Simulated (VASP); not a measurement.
# CoSi2 (Fm-3m) in VASP: a series of runs

Runs on CoSi2. Level: PBE. Tasks: single point.

Program: VASP 6.6.1. These are calculated values, not measurements. Logs are shortened: lines on timing, memory, paths and dates and some standing lists are left out, and cuts for length are marked.

### 1 The cell of the first run

The structure is cubic, space group Fm-3m (No. 225). The conventional cell has a = 5.288 Å, b = 5.288 Å, c = 5.288 Å, α = 90.00°, β = 90.00°, γ = 90.00°. Co (site symmetry m-3m) has 8 Si at 2.29 Å within 3.0 Å. Si (site symmetry -43m) has 4 Co at 2.29 Å and 6 Si at 2.64 Å within 3.0 Å.

### 2 Single point, PBE, collinear spin, ferromagnetic start

Input file INCAR:

```
PREC     = Accurate       # precision mode
ENCUT    = 520            # plane-wave cutoff, eV
EDIFF    = 1E-6           # SCF threshold, eV
ISMEAR   = 0              # smearing method
SIGMA    = 0.15           # smearing width, eV
LREAL    = F              # projectors in reciprocal space
LASPH    = T              # aspherical terms in the spheres
NELM     = 150            # most SCF steps
ALGO     = Normal         # electronic algorithm
ISIF     = 2              # what is computed and relaxed
LWAVE    = F              # write WAVECAR
LCHARG   = T              # write CHGCAR
ISPIN    = 2              # spin polarisation
MAGMOM   = 1.375 0 0      # initial moments
LORBIT   = 11             # projections on sites
NUPDOWN  = 1.375          # fixed moment
LMAXMIX  = 4              # l up to which the mixer works
GGA      = PE             # functional
LELF     = T              # ELF
LVHAR    = T            
NBANDS   = 20             # bands
```

Input file KPOINTS:

```
regular mesh
0
Gamma
  14 14 14
```

Input file POSCAR:

```
CoSi2
1.0
    0.0000000000      2.6439758734      2.6439758734
    2.6439758734      0.0000000000      2.6439758734
    2.6439758734      2.6439758734      0.0000000000
Co Si
1 2
Direct
    0.0000000000      0.0000000000      0.0000000000
    0.2500000000      0.2500000000      0.2500000000
    0.7500000000      0.7500000000      0.7500000000
```

Potentials or basis: VASP PAW PBE potentials, release 64 (Co, Si).

Command:

```bash
> cat potpaw_PBE.64/Co/POTCAR potpaw_PBE.64/Si/POTCAR > POTCAR
> mpirun -np 1 vasp_std > vasp.out
```

OUTCAR:

```text
PREC = Accurate
   ENCUT = 520
   EDIFF = 1E-6
   ISMEAR = 0
   LREAL = F
   LASPH = T
   NELM = 150
   ISIF = 2
   ISPIN = 2
   LORBIT = 11
   NUPDOWN = 1.375
   GGA = PE

 ion  position               nearest neighbor table
   1  0.000  0.000  0.000-   3 2.29   3 2.29   3 2.29   2 2.29   3 2.29   2 2.29   2 2.29   2 2.29

   2  0.250  0.250  0.250-   1 2.29   1 2.29   1 2.29   1 2.29   3 2.64   3 2.64   3 2.64   3 2.64
                             3 2.64   3 2.64
   3  0.750  0.750  0.750-   1 2.29   1 2.29   1 2.29   1 2.29   2 2.64   2 2.64   2 2.64   2 2.64
                             2 2.64   2 2.64

  LATTYP: Found a face centered cubic cell.
 ALAT       =     5.2879517468

  Lattice vectors:

 A1 = (   0.0000000000,   2.6439758734,   2.6439758734)
 A2 = (   2.6439758734,   0.0000000000,   2.6439758734)
 A3 = (   2.6439758734,   2.6439758734,   0.0000000000)

Analysis of symmetry for initial positions (statically):
=====================================================================
 Subroutine PRICEL returns:
 Original cell was already a primitive cell.

 Routine SETGRP: Setting up the symmetry group for a
 face centered cubic supercell.

 Subroutine GETGRP returns: Found 48 space group operations
 (whereof 48 operations were pure point group operations)
 out of a pool of 48 trial point group operations.

The static configuration has the point symmetry O_h .

Analysis of symmetry for dynamics (positions and initial velocities):
=====================================================================
 Subroutine PRICEL returns:
 Original cell was already a primitive cell.

 Routine SETGRP: Setting up the symmetry group for a
 face centered cubic supercell.

 Subroutine GETGRP returns: Found 48 space group operations
 (whereof 48 operations were pure point group operations)
 out of a pool of 48 trial point group operations.

The dynamic configuration has the point symmetry O_h .

Analysis of structural, dynamic, and magnetic symmetry:
=====================================================================
 Subroutine PRICEL returns:
 Original cell was already a primitive cell.

 Routine SETGRP: Setting up the symmetry group for a
 face centered cubic supercell.

 Subroutine GETGRP returns: Found 48 space group operations
 (whereof 48 operations were pure point group operations)
 out of a pool of 48 trial point group operations.

The overall configuration has the point symmetry O_h .

 Subroutine INISYM returns: Found 48 space group operations
 (whereof 48 operations are pure point group operations),
 and found     1 'primitive' translations

[... 124 lines left out ...]
   IVDW    =     0    specifies the selected vdW correction
   LEPSILON=     F    determine dielectric tensor
   LRPA    =     F    only Hartree local field effects (RPA)
 spin polarized calculation
 Gauss-broadening in eV      SIGMA  =   0.15
  energy-cutoff  :      520.00
  volume of cell :       36.97
 maximum number of plane-waves:      1010
   NGX = 13   NGY = 13   NGZ = 13

 number of electron      17.0000008 magnetization       1.3750001

 Free energy of the ion-electron system (eV)
  ---------------------------------------------------
  ext. energy  EPLUGINS =         0.00000000
  ---------------------------------------------------
  free energy    TOTEN  =       -18.35418694 eV

  energy without entropy =      -18.33144182  energy(sigma->0) =      -18.34281438

 E-fermi :  10.0810     XC(G=0): -11.9231

 val. band max:       12.4722212693   @ k =   0.2857   0.1429   0.0000
 cond. band min:      10.0813542486   @ k =   0.3571   0.2857   0.0000
 fundamental gap:     -2.3908670207
 Fermi energy:        12.4727780426

 spin component 1

 k-point     1 :       0.0000    0.0000    0.0000
  band No.  band energies     occupation
      1      -2.9418      1.00000
      2       6.0627      1.00000
      3       6.0627      1.00000
      4       6.0627      1.00000
      5       8.1225      1.00000
      6       8.1225      1.00000
[... 541 lines left out ...]
     19      25.4845      0.00000
     20      27.5216      0.00000

 [... further k-points ...]

 spin component 2

 k-point     1 :       0.0000    0.0000    0.0000
  band No.  band energies     occupation
      1      -2.6424      1.00000
      2       6.5802      1.00000
      3       6.5802      1.00000
      4       6.5802      1.00000
      5       8.8444      1.00000
      6       8.8444      1.00000
[... 541 lines left out ...]
     19      25.7166      0.00000
     20      27.8699      0.00000

 [... further k-points ...]

------------------------ aborting loop because EDIFF is reached ----------------------------------------

  FORCE on cell =-STRESS in cart. coord.  units (eV):
  Direction    XX          YY          ZZ          XY          YZ          ZX
  --------------------------------------------------------------------------------------
  -------------------------------------------------------------------------------------
  Total        3.7306956      3.7306956      3.7306956      0.0000000     -0.0000000      0.0000000
  in kB      161.6955009    161.6955009    161.6955009      0.0000000     -0.0000000      0.0000000
  external PRESSURE =     161.6955009 kB  Pullay stress =       0.0000000 kB

 VOLUME and BASIS-vectors are now :
 -----------------------------------------------------------------------------
  energy-cutoff  :      520.00
  volume of cell :       36.97
      direct lattice vectors                 reciprocal lattice vectors
     0.000000000  2.643975873  2.643975873    -0.189109139  0.189109139  0.189109139
     2.643975873  0.000000000  2.643975873     0.189109139 -0.189109139  0.189109139
     2.643975873  2.643975873  0.000000000     0.189109139  0.189109139 -0.189109139

 POSITION                                       TOTAL-FORCE (eV/Angst)
 -----------------------------------------------------------------------------------
      0.00000      0.00000      0.00000         0.000000      0.000000      0.000000
      1.32199      1.32199      1.32199         0.000000      0.000000      0.000000
      3.96596      3.96596      3.96596        -0.000000     -0.000000     -0.000000
 -----------------------------------------------------------------------------------
    total drift:                               -0.000000     -0.000000      0.000000

  FREE ENERGIE OF THE ION-ELECTRON SYSTEM (eV)
  ---------------------------------------------------
  free  energy   TOTEN  =       -18.3541869404 eV

  energy  without entropy=      -18.3314418219  energy(sigma->0) =      -18.34281438

 total charge

# of ion       s       p       d       tot
------------------------------------------
    1        0.564   0.765   7.604   8.933
    2        0.745   0.889   0.000   1.634
    3        0.745   0.889   0.000   1.634
--------------------------------------------------
tot          2.054   2.544   7.604  12.201

 magnetization (x)

# of ion       s       p       d       tot
------------------------------------------
    1        0.013   0.147   0.708   0.868
    2        0.036   0.074   0.000   0.110
    3        0.036   0.074   0.000   0.110
--------------------------------------------------
tot          0.085   0.296   0.708   1.089
```

OSZICAR:

```text
N       E                     dE             d eps       ncg     rms          rms(c)
DAV:   1     0.688531776053E+02    0.68853E+02   -0.66136E+03  8416   0.817E+02
DAV:   2    -0.152751395749E+02   -0.84128E+02   -0.74324E+02  8840   0.189E+02
DAV:   3    -0.198675124894E+02   -0.45924E+01   -0.44336E+01  9932   0.459E+01
DAV:   4    -0.199434947828E+02   -0.75982E-01   -0.75819E-01  9848   0.537E+00
DAV:   5    -0.199455903206E+02   -0.20955E-02   -0.20952E-02 10232   0.945E-01    0.161E+01
DAV:   6    -0.245117977425E+02   -0.45662E+01   -0.21270E+01  9384   0.912E+01    0.217E+01
DAV:   7    -0.183903588052E+02    0.61214E+01   -0.11230E+01 10204   0.693E+01    0.366E+00
DAV:   8    -0.183943781559E+02   -0.40194E-02   -0.62980E-01 10848   0.619E+00    0.257E+00
DAV:   9    -0.183544469712E+02    0.39931E-01   -0.73857E-02  9940   0.433E+00    0.805E-01
DAV:  10    -0.183540507781E+02    0.39619E-03   -0.34490E-03 12204   0.471E-01    0.296E-01
DAV:  11    -0.183542263440E+02   -0.17557E-03   -0.98297E-04  9664   0.472E-01    0.101E-01
DAV:  12    -0.183541814794E+02    0.44865E-04   -0.21049E-04 10152   0.261E-01    0.192E-02
DAV:  13    -0.183541860064E+02   -0.45270E-05   -0.12874E-05  9660   0.218E-02    0.117E-02
DAV:  14    -0.183541872458E+02   -0.12394E-05   -0.39293E-06  9392   0.130E-02    0.602E-03
DAV:  15    -0.183541869404E+02    0.30544E-06   -0.41649E-07  6984   0.566E-03
   1 F= -.18354187E+02 E0= -.18342814E+02  d E =-.227451E-01  mag=     1.3750
```

stdout:

```text
POSCAR found type information on POSCAR CoSi
 POSCAR found :  2 types and       3 ions
 scaLAPACK will be used
 LDA part: xc-table for (Slater+PW92), standard interpolation
 POSCAR, INCAR and KPOINTS ok, starting setup
 FFT: planning ... GRIDC
 FFT: planning ... GRID_SOFT
 FFT: planning ... GRID
 WAVECAR not read
 entering main loop
```

Wall time 2.2 min (1 thread of AMD EPYC 7R13, shared host); peak memory 0.25 GiB.

What came out:

- Free energy: -18.3542 eV
- Pressure: 16.2 GPa
- Net moment: 1.38 μB per cell
- Site moments: Co +0.87; Si +0.11 μB
- Valence electrons inside the program's atomic spheres: Co 8.93; Si 1.63

Caveat: the total moment is fixed, so each spin has its own Fermi level.

### 3 Single point, PBE, collinear spin, ferromagnetic start

Input file INCAR:

```
SYSTEM = CoSi2
  ALGO = Normal
  EDIFF = 1E-6
  ENCUT = 520
  GGA = PE
  ISIF = 2
  ISMEAR = 0
  ISPIN = 2
  LASPH = .TRUE.
  LCHARG = .FALSE.
  LMAXMIX = 4
  LORBIT = 11
  LREAL = .FALSE.
  LWAVE = .FALSE.
  MAGMOM = 0.825 0 0
  NBANDS = 20
  NELM = 150
  NUPDOWN = 0.825
  PREC = Accurate
  SIGMA = 0.15
```

Input file KPOINTS:

```
k-points
0
G
  14 14 14
  0 0 0
```

POSCAR is that of step 2.

Potentials or basis: VASP PAW PBE potentials, release 64 (Co, Si).

Command:

```bash
> cat potpaw_PBE.64/Co/POTCAR potpaw_PBE.64/Si/POTCAR > POTCAR
> mpirun -np 1 vasp_std > vasp.out
```

Wall time 2 min (1 thread of AMD EPYC 7R13, shared host); peak memory 0.25 GiB.

Results (log left out):

```
Free energy                                           : -18.9458 eV
Pressure                                              : 10.3 GPa
Net moment                                            : 0.82 μB per cell
Site moments                                          : Co +0.50; Si +0.07 μB
Valence electrons inside the program's atomic spheres : Co 8.95; Si 1.62
```

Caveat: the total moment is fixed, so each spin has its own Fermi level.

### 4 Single point, PBE, collinear spin, ferromagnetic start

This run uses another cell than the first one, of 14.37 Å³/atom, 1.167 times its volume.

Input file INCAR:

```
SYSTEM = CoSi2
PREC     = Accurate       ! precision mode
ENCUT    = 520            ! plane-wave cutoff, eV
EDIFF    = 1E-6           ! SCF threshold, eV
ISMEAR   = 0              ! smearing method
SIGMA    = 0.15           ! smearing width, eV
LREAL    = .FALSE.        ! projectors in reciprocal space
LASPH    = .TRUE.         ! aspherical terms in the spheres
NELM     = 150            ! most SCF steps
ALGO     = Normal         ! electronic algorithm
ISIF     = 2              ! what is computed and relaxed
LWAVE    = .FALSE.        ! write WAVECAR
LCHARG   = .FALSE.        ! write CHGCAR
ISPIN    = 2              ! spin polarisation
MAGMOM   = 1.65 0 0       ! initial moments
LORBIT   = 11             ! projections on sites
NUPDOWN  = 1.65           ! fixed moment
LMAXMIX  = 4              ! l up to which the mixer works
GGA      = PE             ! functional
NBANDS   = 20             ! bands
```

Input file KPOINTS:

```
Automatic mesh
0
G
  14 14 14
  0 0 0
```

Input file POSCAR:

```
CoSi2
1.0
    0.0000000000      2.7833407038      2.7833407038
    2.7833407038      0.0000000000      2.7833407038
    2.7833407038      2.7833407038      0.0000000000
Co Si
1 2
Direct
    0.0000000000      0.0000000000      0.0000000000
    0.2500000000      0.2500000000      0.2500000000
    0.7500000000      0.7500000000      0.7500000000
```

Potentials or basis: VASP PAW PBE potentials, release 64 (Co, Si).

Command:

```bash
> cat potpaw_PBE.64/Co/POTCAR potpaw_PBE.64/Si/POTCAR > POTCAR
> mpirun -np 1 vasp_std > vasp.out
```

OUTCAR:

```text
SYSTEM = CoSi2
   PREC = Accurate
   ENCUT = 520
   EDIFF = 1E-6
   ISMEAR = 0
   LREAL = .FALSE.
   LASPH = .TRUE.
   NELM = 150
   ISIF = 2
   ISPIN = 2
   LORBIT = 11
   NUPDOWN = 1.65
   GGA = PE

 ion  position               nearest neighbor table
   1  0.000  0.000  0.000-   3 2.41   3 2.41   3 2.41   2 2.41   3 2.41   2 2.41   2 2.41   2 2.41

   2  0.250  0.250  0.250-   1 2.41   1 2.41   1 2.41   1 2.41   3 2.78   3 2.78   3 2.78   3 2.78
                             3 2.78   3 2.78
[... 1334 lines left out ...]
  energy-cutoff  :      520.00
  volume of cell :       43.12
      direct lattice vectors                 reciprocal lattice vectors
     0.000000000  2.783340704  2.783340704    -0.179640243  0.179640243  0.179640243
     2.783340704  0.000000000  2.783340704     0.179640243 -0.179640243  0.179640243
     2.783340704  2.783340704  0.000000000     0.179640243  0.179640243 -0.179640243

 POSITION                                       TOTAL-FORCE (eV/Angst)
 -----------------------------------------------------------------------------------
      0.00000      0.00000      0.00000        -0.000000     -0.000000     -0.000000
      1.39167      1.39167      1.39167         0.000000      0.000000      0.000000
      4.17501      4.17501      4.17501         0.000000      0.000000      0.000000
 -----------------------------------------------------------------------------------
    total drift:                                0.000000     -0.000000     -0.000000

  FREE ENERGIE OF THE ION-ELECTRON SYSTEM (eV)
  ---------------------------------------------------
  free  energy   TOTEN  =       -18.1886066710 eV

  energy  without entropy=      -18.1633971052  energy(sigma->0) =      -18.17600189

 total charge

# of ion       s       p       d       tot
------------------------------------------
    1        0.487   0.588   7.444   8.519
    2        0.764   0.792   0.000   1.556
    3        0.764   0.792   0.000   1.556
--------------------------------------------------
tot          2.016   2.172   7.444  11.632

 magnetization (x)

# of ion       s       p       d       tot
------------------------------------------
    1        0.012   0.115   0.972   1.100
    2        0.050   0.069   0.000   0.118
    3        0.050   0.069   0.000   0.118
--------------------------------------------------
tot          0.112   0.252   0.972   1.336
```

OSZICAR:

```text
N       E                     dE             d eps       ncg     rms          rms(c)
DAV:   1     0.649755920078E+02    0.64976E+02   -0.64627E+03  8352   0.787E+02
DAV:   2    -0.155436934321E+02   -0.80519E+02   -0.71371E+02  8780   0.178E+02
DAV:   3    -0.198327628149E+02   -0.42891E+01   -0.41366E+01 10184   0.437E+01
DAV:   4    -0.199077449417E+02   -0.74982E-01   -0.74778E-01  9680   0.521E+00
DAV:   5    -0.199100686240E+02   -0.23237E-02   -0.23233E-02 10428   0.999E-01    0.149E+01
DAV:   6    -0.272395724849E+02   -0.73295E+01   -0.31807E+01  9372   0.101E+02    0.284E+01
DAV:   7    -0.182584890609E+02    0.89811E+01   -0.15387E+01 10604   0.734E+01    0.345E+00
DAV:   8    -0.182189263317E+02    0.39563E-01   -0.11313E+00 11000   0.101E+01    0.224E+00
DAV:   9    -0.181890214010E+02    0.29905E-01   -0.11494E-01 10128   0.405E+00    0.732E-01
DAV:  10    -0.181885317969E+02    0.48960E-03   -0.31988E-03 11588   0.374E-01    0.309E-01
DAV:  11    -0.181886190148E+02   -0.87218E-04   -0.85039E-04  9992   0.410E-01    0.145E-01
DAV:  12    -0.181886061525E+02    0.12862E-04   -0.32063E-04  9720   0.283E-01    0.365E-02
DAV:  13    -0.181886053812E+02    0.77132E-06   -0.24334E-05 10560   0.364E-02    0.200E-02
DAV:  14    -0.181886068817E+02   -0.15005E-05   -0.87166E-06  9332   0.292E-02    0.698E-03
DAV:  15    -0.181886066710E+02    0.21074E-06   -0.20081E-06  9268   0.939E-03
   1 F= -.18188607E+02 E0= -.18176002E+02  d E =-.252096E-01  mag=     1.6500
```

It took 3.4 min on 1 thread of Intel Xeon Platinum 8259CL at 2.50GHz (Skylake/Cascade Lake), shared host; peak memory 0.28 GiB.

What came out:

```yaml
Free_energy: -18.1886 eV
Pressure: -6.7 GPa
Net_moment: 1.65 μB per cell
Site_moments: Co +1.10; Si +0.12 μB
Valence_electrons_inside_the_program's_atomic_spheres: Co 8.52; Si 1.56
```

Caveat: the total moment is fixed, so each spin has its own Fermi level.

### 5 Overview

```tsv
fixed moment (μB)	cell	pressure (GPa)	moment (μB)
1.375	a = 3.739 Å, angles 60.0°, 3 atoms	16.2	1.38
0.825	a = 3.739 Å, angles 60.0°, 3 atoms	10.3	0.82
1.65	a = 3.936 Å, angles 60.0°, 3 atoms	-6.7	1.65
```

Alike in all rows: task single point; level PBE; potentials or basis VASP PAW PBE potentials, release 64 (Co, Si); spin collinear, ferromagnetic start; k mesh 14 × 14 × 14; cutoff (eV) 520; smearing gaussian 0.15 eV.

Caveats: the total moment is fixed, so each spin has its own Fermi level.

Total energies depend on the potentials used, so only differences within one code and one set of settings carry meaning.
